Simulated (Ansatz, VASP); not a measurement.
# SiW2: VASP beside Ansatz

```
CELL_PARAMETERS angstrom
3.20091 0.00000 0.00000
0.00000 3.20091 0.00000
0.00000 0.00000 8.73367
ATOMIC_POSITIONS crystal
Si 0.00000 0.50000 0.91946
Si 0.50000 0.00000 0.08054
W 0.00000 0.50000 0.58846
W 0.50000 0.00000 0.41154
W 0.50000 0.00000 0.77399
W 0.00000 0.50000 0.22601
```

Alike in both runs: functional PBE; k mesh 10 × 10 × 4; occupations gaussian, width 0.1 eV; no spin polarisation.

Ansatz relaxed the structure, and its values are those at the end. VASP's run is a single point on that final structure, the one shown.

|  | VASP | Ansatz |
| --- | --- | --- |
| version | VASP 6.6.1 | Ansatz 0.2.0 |
| potentials or method | VASP PAW PBE potentials, release 64 (Si, W_sv), cutoff 520 eV | scalar-relativistic, plane waves, PAW |
| valence electrons in the cell | 64 | 64 |

|  | VASP | Ansatz | Ansatz less VASP |
| --- | --- | --- | --- |
| gap on the k mesh at the Fermi level (eV) | none | none | - |
| pressure (GPa) | 0.3 | 0.0 | -0.29 |
| rms of the force components (eV/Å) | 0.008 | 0.003 | -0.0044 |

A gap of «none» marks a metal or a gap that the smearing closes.

Neither program's run includes spin-orbit coupling.
